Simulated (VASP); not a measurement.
# BN in VASP: notebook

The runs below take BN through single point, with PBE.

Program: VASP 6.6.1. These are calculated values, not measurements. Logs are shortened: lines on timing, memory, paths and dates and some standing lists are left out, and cuts for length are marked.

### 1 The cell of the first run

The structure is cubic, space group F-43m (No. 216). The conventional cell has a = 3.916 Å, b = 3.916 Å, c = 3.916 Å, α = 90.00°, β = 90.00°, γ = 90.00°. B (site symmetry -43m) has 4 N at 1.70 Å within 2.3 Å. N (site symmetry -43m) has 4 B at 1.70 Å within 2.3 Å.

### 2 Single point, PBE (strain +0.080 along x and y, +0.080 along z)

Input file INCAR:

```
SYSTEM = BN
ALGO = Normal
EDIFF = 1E-6
ENCUT = 520
GGA = PE
ISIF = 2
ISMEAR = 0
LASPH = .TRUE.
LCHARG = .TRUE.
LELF = .TRUE.
LREAL = .FALSE.
LVHAR = .TRUE.
LWAVE = .FALSE.
NBANDS = 11
NELM = 80
PREC = Accurate
SIGMA = 0.05
```

Input file KPOINTS:

```
k-points
0
G
  12 12 12
  0 0 0
```

Input file POSCAR:

```
BN
1.0
    0.0000000000      1.9580410800      1.9580410800
    1.9580410800      0.0000000000      1.9580410800
    1.9580410800      1.9580410800      0.0000000000
B N
1 1
Direct
    0.0000000000      0.0000000000      0.0000000000
    0.7500000000      0.7500000000      0.7500000000
```

Potentials or basis: VASP PAW PBE potentials, release 64 (B, N).

On the command line:

```bash
cat potpaw_PBE.64/B/POTCAR potpaw_PBE.64/N/POTCAR > POTCAR
mpirun -np 1 vasp_std > vasp.out
```

OUTCAR:

```text
SYSTEM = BN
   EDIFF = 1E-6
   ENCUT = 520
   GGA = PE
   ISIF = 2
   ISMEAR = 0
   LASPH = .TRUE.
   LREAL = .FALSE.
   NELM = 80
   PREC = Accurate

 ion  position               nearest neighbor table
   1  0.000  0.000  0.000-   2 1.70   2 1.70   2 1.70   2 1.70
   2  0.750  0.750  0.750-   1 1.70   1 1.70   1 1.70   1 1.70

  LATTYP: Found a face centered cubic cell.
 ALAT       =     3.9160821600

  Lattice vectors:

 A1 = (   0.0000000000,   1.9580410800,   1.9580410800)
 A2 = (   1.9580410800,   0.0000000000,   1.9580410800)
 A3 = (   1.9580410800,   1.9580410800,   0.0000000000)

Analysis of symmetry for initial positions (statically):
=====================================================================
 Subroutine PRICEL returns:
 Original cell was already a primitive cell.

 Routine SETGRP: Setting up the symmetry group for a
 face centered cubic supercell.

 Subroutine GETGRP returns: Found 24 space group operations
 (whereof 24 operations were pure point group operations)
 out of a pool of 48 trial point group operations.

The static configuration has the point symmetry T_d .

Analysis of symmetry for dynamics (positions and initial velocities):
=====================================================================
 Subroutine PRICEL returns:
 Original cell was already a primitive cell.

 Routine SETGRP: Setting up the symmetry group for a
 face centered cubic supercell.

 Subroutine GETGRP returns: Found 24 space group operations
 (whereof 24 operations were pure point group operations)
 out of a pool of 48 trial point group operations.

The dynamic configuration has the point symmetry T_d .

 Subroutine INISYM returns: Found 24 space group operations
 (whereof 24 operations are pure point group operations),
 and found     1 'primitive' translations

----------------------------------------------------------------------------------------

                                     Primitive cell

  volume of cell :      15.0140

  direct lattice vectors                    reciprocal lattice vectors
     0.000000000  1.958041080  1.958041080    -0.255357257  0.255357257  0.255357257
     1.958041080  0.000000000  1.958041080     0.255357257 -0.255357257  0.255357257
     1.958041080  1.958041080  0.000000000     0.255357257  0.255357257 -0.255357257

  length of vectors
     2.769088251  2.769088251  2.769088251     0.442291744  0.442291744  0.442291744

  position of ions in fractional coordinates (direct lattice)
     0.000000000  0.000000000  0.000000000
     0.750000000  0.750000000  0.750000000

  ion indices of the primitive-cell ions
   primitive index   ion index
                 1           1
                 2           2

----------------------------------------------------------------------------------------

 KPOINTS: k-points

Automatic generation of k-mesh.
 Grid dimensions read from file:
 generate k-points for:   12   12   12

 Generating k-lattice:

  Cartesian coordinates                     Fractional coordinates (reciprocal lattice)
    -0.021279771  0.021279771  0.021279771     0.083333333  0.000000000  0.000000000
     0.021279771 -0.021279771  0.021279771     0.000000000  0.083333333  0.000000000
     0.021279771  0.021279771 -0.021279771     0.000000000  0.000000000  0.083333333

  Length of vectors
     0.036857645  0.036857645  0.036857645

  Shift w.r.t. Gamma in fractional coordinates (k-lattice)
     0.000000000  0.000000000  0.000000000

 Subroutine IBZKPT returns following result:
 ===========================================

 Found     72 irreducible k-points:

 Following reciprocal coordinates:
            Coordinates               Weight
  0.000000  0.000000  0.000000      1.000000
  0.083333  0.000000  0.000000      8.000000
  0.166667  0.000000  0.000000      8.000000
  0.250000  0.000000  0.000000      8.000000
  0.333333  0.000000  0.000000      8.000000
  0.416667  0.000000  0.000000      8.000000
[... 16 lines left out ...]
  0.500000  0.166667  0.000000     24.000000
 -0.416667  0.166667  0.000000     24.000000
 [... further k-points ...]
   k-points           NKPTS =     72   k-points in BZ     NKDIM =     72   number of bands    NBANDS=     11
   number of dos      NEDOS =    301   number of ions     NIONS =      2
   total plane-waves  NPLWV =  13824
   dimension x,y,z NGX =    24 NGY =   24 NGZ =   24
   dimension x,y,z NGXF=    48 NGYF=   48 NGZF=   48
   ions per type =               1   1
   NGX,Y,Z   is equivalent  to a cutoff of  14.41, 14.41, 14.41 a.u.
   NGXF,Y,Z  is equivalent  to a cutoff of  28.82, 28.82, 28.82 a.u.
 SYSTEM =  BN
   PREC   = accura    normal or accurate (medium, high low for compatibility)
   ISTART =      0    job   : 0-new  1-cont  2-samecut
   ICHARG =      2    charge: 1-file 2-atom 10-const
   ISPIN  =      1    spin polarized calculation?
   LNONCOLLINEAR =      F non collinear calculations
   LSORBIT =      F    spin-orbit coupling
   LASPH  =      T    aspherical Exc in radial PAW
   ENCUT  =  520.0 eV  38.22 Ry    6.18 a.u.   5.15  5.15  5.15*2*pi/ulx,y,z
   NELM   =     80;   NELMIN=  2; NELMDL= -5     # of ELM steps
   EDIFF  = 0.1E-05   stopping-criterion for ELM
   LREAL  =      F    real-space projection
   EDIFFG = 0.1E-04   stopping-criterion for IOM
   NSW    =      0    number of steps for IOM
   IBRION =     -1    ionic relax: 0-MD 1-quasi-New 2-CG
   NFREE  =      0    steps in history (QN), initial steepest desc. (CG)
   ISIF   =      2    stress and relaxation
   ISYM   =      2    0-nonsym 1-usesym 2-fastsym
   POTIM  = 0.5000    time-step for ionic-motion
   TEBEG  =    0.0;   TEEND  =   0.0 temperature during run
   PSTRESS=    0.0 pullay stress
   NELECT =       8.0000    total number of electrons
   NUPDOWN=      -1.0000    fix difference up-down
   EMIN   =  10.00;   EMAX   =-10.00  energy-range for DOS
   EFERMI =   0.00;   METHOD = LEGACY
   ISMEAR =     0;   SIGMA  =   0.05  broadening in eV -4-tet -1-fermi 0-gaus
   EFERMI_NEDOS =   21; number of points for ismear=-14 and -15
   IALGO  =     38    algorithm
   IMIX   =      4    mixing-type and parameters
     AMIX     =   0.40;   BMIX     =  1.00
     AMIX_MAG =   1.60;   BMIX_MAG =  1.00
  volume/ion in A,a.u.               =       7.51        50.66
  Fermi-wavevector in a.u.,A,eV,Ry     =   1.327210  2.508064 23.966483  1.761487
  Thomas-Fermi vector in A             =   2.456539
   LORBIT       =      0    0 simple, 1 ext, 2 COOP (PROOUT), +10 PAW based schemes
   GGA     = PE    functional components
   LHFCALC =     F    Hartree Fock is set to
   AEXX    =    0.0000 exact exchange contribution
   IVDW    =     0    specifies the selected vdW correction
   LEPSILON=     F    determine dielectric tensor
   LRPA    =     F    only Hartree local field effects (RPA)
 non-spin polarized calculation
 Gauss-broadening in eV      SIGMA  =   0.05
  energy-cutoff  :      520.00
  volume of cell :       15.01
 maximum number of plane-waves:       419
 NGX is ok and might be reduce to    24
   NGX = 11   NGY = 11   NGZ = 11

 number of electron       8.0000000 magnetization

 Free energy of the ion-electron system (eV)
  ---------------------------------------------------
  ext. energy  EPLUGINS =         0.00000000
  ---------------------------------------------------
  free energy    TOTEN  =       -16.80479406 eV

  energy without entropy =      -16.80479406  energy(sigma->0) =      -16.80479406

 E-fermi :   4.9638     XC(G=0): -11.6746

 val. band max:        4.7202277450   @ k =   0.0000   0.0000   0.0000
 cond. band min:       8.8843134273   @ k =   0.5000   0.5000   0.0000
 fundamental gap:      4.1640856823
 Fermi energy:         4.9638047200

 k-point     1 :       0.0000    0.0000    0.0000
  band No.  band energies     occupation
      1     -13.0357      2.00000
      2       4.7202      2.00000
      3       4.7202      2.00000
      4       4.7202      2.00000
      5      11.4439      0.00000
      6      12.4093      0.00000
      7      12.4093      0.00000
      8      12.4093      0.00000
      9      25.2944      0.00000
     10      29.7335      0.00000
     11      29.7336      0.00000

 k-point     2 :       0.0833    0.0000    0.0000
  band No.  band energies     occupation
      1     -12.8987      2.00000
      2       3.9195      2.00000
      3       4.5819      2.00000
      4       4.5819      2.00000
      5      11.6529      0.00000
      6      12.6179      0.00000
      7      12.6179      0.00000
      8      12.8605      0.00000
      9      25.3874      0.00000
     10      27.9055      0.00000
     11      27.9055      0.00000

 k-point     3 :       0.1667    0.0000    0.0000
  band No.  band energies     occupation
      1     -12.4954      2.00000
      2       2.1307      2.00000
      3       4.2408      2.00000
      4       4.2408      2.00000
      5      11.8085      0.00000
      6      13.1146      0.00000
      7      13.1146      0.00000
      8      14.0842      0.00000
      9      25.4660      0.00000
     10      26.5938      0.00000
     11      26.5938      0.00000

 k-point     4 :       0.2500    0.0000    0.0000
  band No.  band energies     occupation
      1     -11.8538      2.00000
      2       0.0813      2.00000
      3       3.8400      2.00000
      4       3.8400      2.00000
      5      11.8800      0.00000
      6      13.6253      0.00000
      7      13.6253      0.00000
      8      15.4287      0.00000
      9      25.2411      0.00000
     10      26.1729      0.00000
     11      26.1729      0.00000
[... 239 lines left out ...]
 k-point    22 :       0.4167    0.1667    0.0000
  band No.  band energies     occupation
      1     -10.3654      2.00000
      2      -2.1062      2.00000
      3       2.1116      2.00000
      4       2.4198      2.00000
      5      11.9432      0.00000
      6      14.3553      0.00000
      7      15.6343      0.00000
      8      16.2633      0.00000
      9      22.5169      0.00000
     10      26.7542      0.00000
     11      29.7753      0.00000

 k-point    23 :       0.5000    0.1667    0.0000
  band No.  band energies     occupation
      1      -9.7035      2.00000
      2      -3.2489      2.00000
      3       1.6414      2.00000
      4       2.4686      2.00000
      5      12.2401      0.00000
      6      14.3923      0.00000
      7      15.4990      0.00000
      8      17.1308      0.00000
      9      22.8443      0.00000
     10      26.8320      0.00000
     11      29.0041      0.00000

 k-point    24 :      -0.4167    0.1667    0.0000
  band No.  band energies     occupation
      1      -9.5882      2.00000
      2      -3.4292      2.00000
      3       1.3292      2.00000
      4       2.7099      2.00000
      5      12.5649      0.00000
      6      14.3394      0.00000
      7      15.1974      0.00000
      8      17.4798      0.00000
      9      23.1040      0.00000
     10      27.0613      0.00000
     11      27.3049      0.00000

 [... further k-points ...]

------------------------ aborting loop because EDIFF is reached ----------------------------------------

  FORCE on cell =-STRESS in cart. coord.  units (eV):
  Direction    XX          YY          ZZ          XY          YZ          ZX
  --------------------------------------------------------------------------------------
  -------------------------------------------------------------------------------------
  Total       -5.2389942     -5.2389942     -5.2389942      0.0000000     -0.0000000      0.0000000
  in kB     -559.0660374   -559.0660374   -559.0660374      0.0000000     -0.0000000      0.0000000
  external PRESSURE =    -559.0660374 kB  Pullay stress =       0.0000000 kB

 VOLUME and BASIS-vectors are now :
 -----------------------------------------------------------------------------
  energy-cutoff  :      520.00
  volume of cell :       15.01
      direct lattice vectors                 reciprocal lattice vectors
     0.000000000  1.958041080  1.958041080    -0.255357257  0.255357257  0.255357257
     1.958041080  0.000000000  1.958041080     0.255357257 -0.255357257  0.255357257
     1.958041080  1.958041080  0.000000000     0.255357257  0.255357257 -0.255357257

 POSITION                                       TOTAL-FORCE (eV/Angst)
 -----------------------------------------------------------------------------------
      0.00000      0.00000      0.00000        -0.000000     -0.000000      0.000000
      2.93706      2.93706      2.93706         0.000000      0.000000     -0.000000
 -----------------------------------------------------------------------------------
    total drift:                               -0.000000     -0.000000     -0.000000

  FREE ENERGIE OF THE ION-ELECTRON SYSTEM (eV)
  ---------------------------------------------------
  free  energy   TOTEN  =       -16.8047940588 eV

  energy  without entropy=      -16.8047940588  energy(sigma->0) =      -16.80479406
```

Run time: 18 s. Hardware: 1 thread of AMD EPYC 7R43 (Zen 3), shared host; peak memory 0.1 GiB.

What came out:

| Quantity | Value |
| --- | --- |
| Free energy | -16.8048 eV |
| Pressure | -55.9 GPa |
| Band gap on the k mesh | 4.16 eV, indirect (least direct gap 6.72 eV) |

Levels at points of the mesh, in eV from the valence-band top:
| k point | band 2 | band 3 | band 4 | band 5 | band 6 | band 7 |
| --- | --- | --- | --- | --- | --- | --- |
| (0.00, 0.00, 0.00) | 0.00 | 0.00 | 0.00 | 6.72 | 7.69 | 7.69 |
| (0.50, 0.00, 0.00) | -8.70 | -1.53 | -1.53 | 7.24 | 9.37 | 9.37 |
| (0.50, 0.50, 0.00) | -7.52 | -3.84 | -3.84 | 4.16 | 7.83 | 14.51 |

Caveat: the cell differs from its parent crystal (strain +0.080 along x and y, +0.080 along z). A k mesh can miss the band edges.

[end of part 1 of 2]
